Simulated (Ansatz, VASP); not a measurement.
Cd in VASP and in Ansatz

Contents of INCAR:

```
ALGO = Fast ; EDIFF = 1E-7
EDIFFG = -0.05 ; ENCUT = 600
GGA = PE ; IBRION = 2
ISIF = 3 ; ISMEAR = 0
LASPH = T ; LCHARG = F
LREAL = F ; LWAVE = F
NELM = 60 ; NSW = 80
PREC = Accurate ; SIGMA = 0.1
```

KPOINTS

```
k-points
0
Gamma
  12 12 4
```

Contents of POSCAR:

```
Cd
1.0
    2.7272212630      0.0000000000      0.0000000000
   -1.3636106315      2.3618428955      0.0000000000
    0.0000000000      0.0000000000      4.4135733510
Cd
2
Direct
    0.3333333333      0.6666666667      0.2500000000
    0.6666666667      0.3333333333      0.7500000000
```

Input for Ansatz:

```yaml
crystal:
  lattice:
    - [2.727221263, 0.0, 0.0]
    - [-1.3636106315, 2.3618428955, 0.0]
    - [0.0, 0.0, 4.413573351]
  atoms:
    - { symbol: Cd, position: [0.3333333333, 0.6666666667, 0.25] }
    - { symbol: Cd, position: [0.6666666667, 0.3333333333, 0.75] }
basis:
  ecutwfc: 420
kpoints:
  mp_grid: { grid: [12, 12, 4] }
hamiltonian:
  xc: pbe
scf:
  occupations: { method: gaussian, width: 0.1 }
output:
  forces: true
  stress: true
  eigenvalues: true
relax:
  adjacent_minimum: "off"
  f_tol: 0.05
  max_steps: 60
  cell: { stress_tol: 0.5 }
```

Alike in both runs: task relaxation of cell and atoms; functional PBE; k mesh 12 × 12 × 4; occupations gaussian, width 0.1 eV; no spin polarisation.

|  | VASP | Ansatz |
| --- | --- | --- |
| version | VASP 6.6.1 | Ansatz 0.2.0 |
| potentials or method | VASP PAW PBE potentials, release 64 (Cd), cutoff 600 eV | scalar-relativistic, plane waves, PAW |
| valence electrons in the cell | 24 | 40 |

|  | VASP | Ansatz | Ansatz less VASP |
| --- | --- | --- | --- |
| gap on the k mesh at the Fermi level, each at its own relaxed structure (eV) | none | none | - |
| relaxed volume (Å³/atom) | 22.59 | 22.83 | +0.239 |
| relaxed cell length with the largest relative difference (Å) | 5.668 | 5.772 | +0.1037 |

A gap of «none» marks a metal or a gap that the smearing closes. VASP's potentials hold 24 valence electrons a cell and Ansatz's 40, so a difference there can come from the potentials and not from the codes.

Noted on VASP's run: the volume moved by over 15 % at a fixed basis, so the end points are rough.
